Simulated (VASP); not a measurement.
Mg2Te3O:

```xyz
6
Lattice="6.0749 0.0000 0.0000 -3.0375 5.2610 0.0000 0.0000 0.0000 4.2668" Properties=species:S:1:pos:R:3 pbc="T T T"
Mg    3.0375    1.7537    4.1095
Mg    0.0000    3.5074    4.1095
Te    1.5187    2.6305    1.9607
Te    3.0375    0.0000    1.9607
Te   -1.5187    2.6305    1.9607
O     0.0000    0.0000    3.7924
```

The cell was built from a structure type or drawn by symmetry, and may not be a known phase.

```yaml
Program: VASP 6.6.1
Task: relaxation of cell and atoms
Functional: PBE
Potentials_or_basis: VASP PAW PBE potentials, release 64 (Mg, Te, O)
Cutoff: 600 eV
k_mesh: 3 × 3 × 4
Occupations: gaussian, width 0.1 eV
Spin: no spin polarisation
```

At the start: pressure 13.4 GPa; volume 22.73 Å³/atom.

How do energy, volume and symmetry change on relaxing?

Over 37 steps the energy falls by 287.5 meV/atom and the volume is 29.01 Å³/atom (+27.6 %); space group P6mm (No. 183, to 0.1 Å) before and after.

Step by step:
```csv
step,energy change (eV),largest force (eV/Å),pressure (GPa),volume (Å³)
1,0.0000,0.2091,13.39,136.37
2,-1.2266,0.0960,-0.98,177.39
3,-1.2405,0.1033,0.03,172.12
4,-1.2406,0.1023,-0.10,172.89
5,-1.2896,0.1196,-0.11,173.35
6,-1.3546,0.1316,0.25,174.29
7,-1.3561,0.1288,0.17,174.19
8,-1.3562,0.1292,0.18,174.21
9,-1.3582,0.1316,-0.07,175.51
10,-1.3584,0.1324,-0.18,176.10
11,-1.3602,0.1377,-0.18,176.10
12,-1.3656,0.1494,-0.17,176.07
13,-1.3770,0.1759,-0.14,176.02
14,-1.4015,0.2209,-0.08,175.92
15,-1.4524,0.2849,0.08,175.69
16,-1.5092,0.6324,0.59,175.15
17,-1.5096,0.6333,0.59,175.15
18,-1.5107,0.6359,0.59,175.17
19,-1.5130,0.6413,0.59,175.20
20,-1.5171,0.6520,0.59,175.27
21,-1.5238,0.6741,0.60,175.40
22,-1.5292,0.7180,0.62,175.66
23,-1.5392,0.6991,0.54,175.83
24,-1.5669,0.6432,0.33,176.33
25,-1.6132,0.5370,-0.05,177.32
26,-1.6707,0.3469,-0.74,179.28
27,-1.6608,0.0645,-1.79,183.12
28,-1.6857,0.1986,-1.25,180.99
29,-1.7038,0.1625,-0.92,178.92
30,-1.7227,0.0717,-0.18,174.64
31,-1.7232,0.0514,-0.01,173.81
32,-1.7232,0.0549,-0.04,173.95
33,-1.7236,0.0485,-0.03,173.95
34,-1.7242,0.0457,0.00,173.95
35,-1.7243,0.0455,0.01,173.95
36,-1.7246,0.0421,-0.01,173.98
37,-1.7250,0.0386,-0.03,174.05
```

Final structure:
```
CELL_PARAMETERS angstrom
6.83824 0.00000 0.00000
-3.41912 5.92209 0.00000
0.00000 0.00000 4.29793
ATOMIC_POSITIONS crystal
Mg 0.66667 0.33333 0.03487
Mg 0.33333 0.66667 0.03487
Te 0.50000 0.50000 0.53559
Te 0.50000 0.00000 0.53559
Te 0.00000 0.50000 0.53559
O 0.00000 0.00000 0.51712
```

Caveat: the k points lie up to 0.37 Å⁻¹ apart in the final cell, too coarse for converged energies and pressures of a metal; the volume moved by over 15 % at a fixed basis, so the end points are rough.
